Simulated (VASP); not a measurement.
# SnO (Pmn2_1) in VASP: notebook, part 2 of 2

VASP 6.6.1. The steps go on from the part before.

**5. Single point, PBEsol**

File INCAR:

```
SYSTEM = SnO
ALGO = Normal
EDIFF = 1E-6
ENCUT = 520
GGA = PS
ISIF = 2
ISMEAR = 0
LASPH = .True.
LCHARG = .False.
LREAL = .False.
LWAVE = .False.
NBANDS = 28
NELM = 80
PREC = Accurate
SIGMA = 0.01
```

File KPOINTS:

```
k-points
0
Gamma
  8 6 8
  0 0 0
```

File POSCAR:

```
SnO
1.0
    3.3550050000      0.0000000000      0.0000000000
    0.0000000000      5.6741040000      0.0000000000
    0.0000000000      0.0000000000      4.2219700000
Sn O
2 2
Direct
    0.0000000000      0.2319089992      0.5131439991
    0.5000000000      0.7680910008      0.0131439991
    0.0000000000      0.8912500000      0.7368570004
    0.5000000000      0.1087500000      0.2368570004
```

Potentials or basis: VASP PAW PBE potentials, release 64 (Sn_d, O).

On the command line:

```bash
$ cat potpaw_PBE.64/Sn_d/POTCAR potpaw_PBE.64/O/POTCAR > POTCAR
$ mpirun -np 1 vasp_std > vasp.out
```

OUTCAR:

```text
SYSTEM = SnO
   EDIFF = 1E-6
   ENCUT = 520
   GGA = PS
   ISIF = 2
   ISMEAR = 0
   LASPH = .True.
   LREAL = .False.
   NELM = 80
   PREC = Accurate

 ion  position               nearest neighbor table
   1  0.000  0.232  0.513-   3 2.15   4 2.16   4 2.16
   2  0.500  0.768  0.013-   4 2.15   3 2.16   3 2.16
   3  0.000  0.891  0.737-   1 2.15   2 2.16   2 2.16
   4  0.500  0.109  0.237-   2 2.15   1 2.16   1 2.16

  LATTYP: Found a simple orthorhombic cell.
 ALAT       =     3.3550050000
 B/A-ratio  =     1.2584094510
 C/A-ratio  =     1.6912356315

  Lattice vectors:

 A1 = (  -3.3550050000,   0.0000000000,   0.0000000000)
 A2 = (   0.0000000000,   0.0000000000,   4.2219700000)
 A3 = (   0.0000000000,   5.6741040000,   0.0000000000)

Analysis of symmetry for initial positions (statically):
=====================================================================
 Subroutine PRICEL returns:
 Original cell was already a primitive cell.

 Routine SETGRP: Setting up the symmetry group for a
 simple orthorhombic supercell.

 Subroutine GETGRP returns: Found  4 space group operations
 (whereof  2 operations were pure point group operations)
 out of a pool of  8 trial point group operations.

The static configuration has the point symmetry C_1h.
 The point group associated with its full space group is C_2v.

Analysis of symmetry for dynamics (positions and initial velocities):
=====================================================================
 Subroutine PRICEL returns:
 Original cell was already a primitive cell.

 Routine SETGRP: Setting up the symmetry group for a
 simple orthorhombic supercell.

 Subroutine GETGRP returns: Found  4 space group operations
 (whereof  2 operations were pure point group operations)
 out of a pool of  8 trial point group operations.
[... 116 lines left out ...]
   PSTRESS=    0.0 pullay stress
   NELECT =      40.0000    total number of electrons
   NUPDOWN=      -1.0000    fix difference up-down
   EMIN   =  10.00;   EMAX   =-10.00  energy-range for DOS
   EFERMI =   0.00;   METHOD = LEGACY
   ISMEAR =     0;   SIGMA  =   0.01  broadening in eV -4-tet -1-fermi 0-gaus
   EFERMI_NEDOS =   21; number of points for ismear=-14 and -15
   IALGO  =     38    algorithm
   IMIX   =      4    mixing-type and parameters
     AMIX     =   0.40;   BMIX     =  1.00
     AMIX_MAG =   1.60;   BMIX_MAG =  1.00
  volume/ion in A,a.u.               =      20.09       135.59
  Fermi-wavevector in a.u.,A,eV,Ry     =   1.297357  2.451650 22.900458  1.683136
  Thomas-Fermi vector in A             =   2.428755
   LORBIT       =      0    0 simple, 1 ext, 2 COOP (PROOUT), +10 PAW based schemes
   GGA     = PS    functional components
   LHFCALC =     F    Hartree Fock is set to
   AEXX    =    0.0000 exact exchange contribution
   IVDW    =     0    specifies the selected vdW correction
   LEPSILON=     F    determine dielectric tensor
   LRPA    =     F    only Hartree local field effects (RPA)
 non-spin polarized calculation
 Gauss-broadening in eV      SIGMA  =   0.01
  energy-cutoff  :      520.00
  volume of cell :       80.37
 maximum number of plane-waves:      2183
 NGX is ok and might be reduce to    28
   NGX = 13   NGY = 21   NGZ = 15

 number of electron      39.9999992 magnetization

 Free energy of the ion-electron system (eV)
  ---------------------------------------------------
  ext. energy  EPLUGINS =         0.00000000
  ---------------------------------------------------
  free energy    TOTEN  =       -23.79590610 eV

  energy without entropy =      -23.79590610  energy(sigma->0) =      -23.79590610

 E-fermi :   4.8180     XC(G=0):  -9.7645

 val. band max:        4.7072892603   @ k =   0.0000   0.0000   0.0000
 cond. band min:       6.0366390070   @ k =   0.3750   0.5000   0.0000
 fundamental gap:      1.3293497468
 Fermi energy:         4.8180307349

 k-point     1 :       0.0000    0.0000    0.0000
  band No.  band energies     occupation
      1     -16.4166      2.00000
      2     -16.0898      2.00000
      3     -16.0057      2.00000
      4     -15.9794      2.00000
      5     -15.9519      2.00000
      6     -15.9206      2.00000
[... 733 lines left out ...]
     27      13.4744      0.00000
     28      14.8603      0.00000

 [... further k-points ...]
[... 5 lines left out ...]
  --------------------------------------------------------------------------------------
  -------------------------------------------------------------------------------------
  Total       -1.7533749     -1.2939179     -1.2793519      0.0000000      0.0000000      0.0000000
  in kB      -34.9526230    -25.7935849    -25.5032195      0.0000000      0.0000000      0.0000000
  external PRESSURE =     -28.7498092 kB  Pullay stress =       0.0000000 kB

 VOLUME and BASIS-vectors are now :
 -----------------------------------------------------------------------------
  energy-cutoff  :      520.00
  volume of cell :       80.37
      direct lattice vectors                 reciprocal lattice vectors
     3.355005000  0.000000000  0.000000000     0.298062149  0.000000000  0.000000000
     0.000000000  5.674104000  0.000000000     0.000000000  0.176239279  0.000000000
     0.000000000  0.000000000  4.221970000     0.000000000  0.000000000  0.236856254

 POSITION                                       TOTAL-FORCE (eV/Angst)
 -----------------------------------------------------------------------------------
      0.00000      1.31588      2.16648         0.000000     -0.335180     -0.098176
      1.67750      4.35823      0.05549         0.000000      0.335180     -0.098176
      0.00000      5.05705      3.11099         0.000000      0.122065      0.098176
      1.67750      0.61706      1.00000         0.000000     -0.122065      0.098176
 -----------------------------------------------------------------------------------
    total drift:                                0.000000      0.000000     -0.000026

  FREE ENERGIE OF THE ION-ELECTRON SYSTEM (eV)
  ---------------------------------------------------
  free  energy   TOTEN  =       -23.7959060995 eV

  energy  without entropy=      -23.7959060995  energy(sigma->0) =      -23.79590610
```

Run time: 1.8 min. Hardware: 1 thread of AMD EPYC 9R14 (Zen 4), shared host; peak memory 0.28 GiB.

Results:

- Free energy: -23.7959 eV
- Pressure: -2.9 GPa
- Largest force: 0.349 eV/Å
- Band gap on the k mesh: 1.33 eV, indirect (least direct gap 1.97 eV)

Forces in eV/Å, atoms in the order of the input:
```
Sn   0.000 -0.335 -0.098
Sn   0.000  0.335 -0.098
O    0.000  0.122  0.098
O    0.000 -0.122  0.098
```

Caveat: the PAW data sets were made with another functional, which shifts forces and pressure a little; spin-orbit coupling is left out, which moves the levels of the heavy elements.

**6. Summary**

```csv
k mesh,gap on the mesh (eV),pressure (GPa),largest force (eV/Å)
4 × 4 × 4,1.64,-3.0,0.34
6 × 4 × 4,1.58,-2.9,0.35
8 × 4 × 6,1.33,-2.9,0.35
8 × 6 × 8,1.33,-2.9,0.35
```

Alike in all rows: task single point; level PBEsol; potentials or basis VASP PAW PBE potentials, release 64 (Sn_d, O); no spin polarisation; cell as given; cutoff (eV) 520; smearing gaussian 0.01 eV.

Caveats: some runs use coarse meshes; the PAW data sets were made with another functional, which shifts forces and pressure a little; spin-orbit coupling is left out, which moves the levels of the heavy elements.

Absolute energies hang on the potentials; compare differences alone.
